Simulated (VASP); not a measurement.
A run of VASP 6.6.1:

File POSCAR:

```
AlN
1.0
    0.0000000000      2.1621818156      2.1621818156
    2.1621818156      0.0000000000      2.1621818156
    2.1621818156      2.1621818156      0.0000000000
Al N
1 1
Direct
    0.0000000000      0.0000000000      0.0000000000
    0.2500000000      0.2500000000      0.2500000000
```

The input INCAR.step1:

```
SYSTEM = AlN
  PREC = Accurate
  ENCUT = 520
  ISMEAR = 0
  SIGMA = 0.01
  LREAL = .False.
  LASPH = .True.
  NELM = 60
  NBANDS = 11
  GGA = PE
  ALGO = Normal
  EDIFF = 1E-4
  LWAVE = .True.
  LCHARG = .False.
```

The input INCAR.step2:

```
SYSTEM = AlN
  PREC = Accurate
  ENCUT = 520
  EDIFF = 1E-7
  ISMEAR = 0
  SIGMA = 0.01
  LREAL = .False.
  LASPH = .True.
  NELM = 60
  ALGO = Normal
  ISIF = 2
  LWAVE = .False.
  LCHARG = .False.
  METAGGA = R2SCAN
  LMIXTAU = .True.
  NBANDS = 11
  ISTART = 1
```

File KPOINTS:

```
regular mesh
0
Gamma
  8 8 8
  0 0 0
```

Potentials or basis: VASP PAW PBE potentials, release 64 (Al, N).

Launch:

```sh
$ cat potpaw_PBE.64/Al/POTCAR potpaw_PBE.64/N/POTCAR > POTCAR
$ cp INCAR.step1 INCAR
$ mpirun -np 1 vasp_std > vasp.out
$ cp INCAR.step2 INCAR
$ mpirun -np 1 vasp_std > vasp.out
```

Hardware: 1 thread of AMD EPYC 7R43 64-Core Processor (Zen 3) (shared host).

Question: How long does it take, and how much memory?

Answer: Run time: 36 s on 1 thread of AMD EPYC 7R43 64-Core Processor (Zen 3), on a shared host, peak memory 0.1 GiB. Counts: k points 29.
